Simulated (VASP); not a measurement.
CaSe: single point with PBE

CaSe:

```xyz
2
Lattice="0.0000 2.9812 2.9812 2.9812 0.0000 2.9812 2.9812 2.9812 0.0000" Properties=species:S:1:pos:R:3 pbc="T T T"
Ca    0.0000    0.0000    0.0000
Se    2.9812    2.9812    2.9812
```

This cell differs from its parent crystal: strain +0.5%.

* Program: VASP 6.6.1
* Task: single point
* Functional: PBE
* Potentials or basis: VASP PAW PBE potentials, release 64 (Ca_sv, Se)
* Cutoff: 520 eV
* k mesh: 8 × 8 × 8
* Occupations: fermi-dirac, width 0.02 eV
* Spin: no spin polarisation
* Dipole correction: no
* Further INCAR settings: ALGO = Normal; EDIFF = 1e-07; NBANDS = 15

| Property | Result |
| --- | --- |
| Pressure | 0.1 GPa |
| Band gap on the k mesh | 2.08 eV (least direct gap 2.99 eV) |

Levels at points of the mesh, in eV from the valence-band top:
```
           k point  band 6  band 7  band 8  band 9  band 10  band 11
(0.00, 0.00, 0.00)    0.00    0.00    0.00    3.22     3.71     3.71
(0.50, 0.00, 0.00)   -3.19   -1.15   -1.15    4.48     5.41     5.45
(0.50, 0.50, 0.00)   -2.46   -0.91   -0.91    2.08     4.95     5.00
```

Wall time 17 s on 1 thread of AMD EPYC 7R13 Processor (Zen 3) (shared host), peak memory 0.15 GiB.

Caveat: the cell differs from its parent crystal (strain +0.5%). A k mesh can miss the band edges.
